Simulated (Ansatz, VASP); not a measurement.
**Two plane-wave programs on TiSi2**

INCAR

```
PREC = Accurate
ENCUT = 520
EDIFF = 1E-6
ISMEAR = 0
SIGMA = 0.15
LREAL = False
LASPH = True
NELM = 80
ALGO = Normal
ISIF = 2
LWAVE = False
LCHARG = True
GGA = PS
LELF = True
LVHAR = True
NBANDS = 29
```

KPOINTS

```
Automatic mesh
0
Gamma
  14 14 14
```

File POSCAR:

```
TiSi2
1.0
    0.0000000000      4.4183461989      3.9082032985
    2.5713482851      0.0000000000      3.9082032985
    2.5713482851      4.4183461989      0.0000000000
Ti Si
2 4
Direct
    0.7500000000      0.7500000000      0.7500000000
    0.5000000000      0.5000000000      0.5000000000
    0.0861670624      0.4138329376      0.0861670624
    0.4138329376      0.0861670624      0.4138329376
    0.1638329376      0.8361670624      0.1638329376
    0.8361670624      0.1638329376      0.8361670624
```

Input for Ansatz:

```yaml
crystal:
  lattice:
    - [0.0, 4.4183461989, 3.9082032985]
    - [2.5713482851, 0.0, 3.9082032985]
    - [2.5713482851, 4.4183461989, 0.0]
  atoms:
    - { symbol: Ti, position: [0.75, 0.75, 0.75] }
    - { symbol: Ti, position: [0.5, 0.5, 0.5] }
    - { symbol: Si, position: [0.0861670624, 0.4138329376, 0.0861670624] }
    - { symbol: Si, position: [0.4138329376, 0.0861670624, 0.4138329376] }
    - { symbol: Si, position: [0.1638329376, 0.8361670624, 0.1638329376] }
    - { symbol: Si, position: [0.8361670624, 0.1638329376, 0.8361670624] }
basis:
  ecutwfc: 420
kpoints:
  mp_grid: { grid: [14, 14, 14] }
hamiltonian:
  xc: pbesol
scf:
  occupations: { method: gaussian, width: 0.15 }
output:
  forces: true
  stress: true
  eigenvalues: true
```

Change from the starting cell: strain +0.080 along x and y, -0.080 along z, atoms carried along.

Alike in both runs: task single point; functional PBEsol; k mesh 14 × 14 × 14; occupations gaussian, width 0.15 eV; no spin polarisation.

|  | VASP | Ansatz |
| --- | --- | --- |
| version | VASP 6.6.1 | Ansatz 0.2.0 |
| potentials or method | VASP PAW PBE potentials, release 64 (Ti_sv, Si), cutoff 520 eV | scalar-relativistic, plane waves, PAW |
| valence electrons in the cell | 40 | 40 |

VASP gave:

```
gap on the k mesh at the Fermi level (eV)                     : none
pressure (GPa)                                                : -0.6
traceless stress, the component that is largest in VASP (GPa) : 27.90
rms of the force components (eV/Å)                            : 0.065
```

Q: Estimate Ansatz's values.

A: gap on the k mesh at the Fermi level (eV): none; pressure (GPa): -0.7; traceless stress, the component that is largest in VASP (GPa): 27.83; rms of the force components (eV/Å): 0.065.

VASP's potentials were made for PBE, not for PBEsol. Atom by atom the forces differ by 0.000 eV/Å (rms over components). A gap of «none» marks a metal or a gap that the smearing closes.
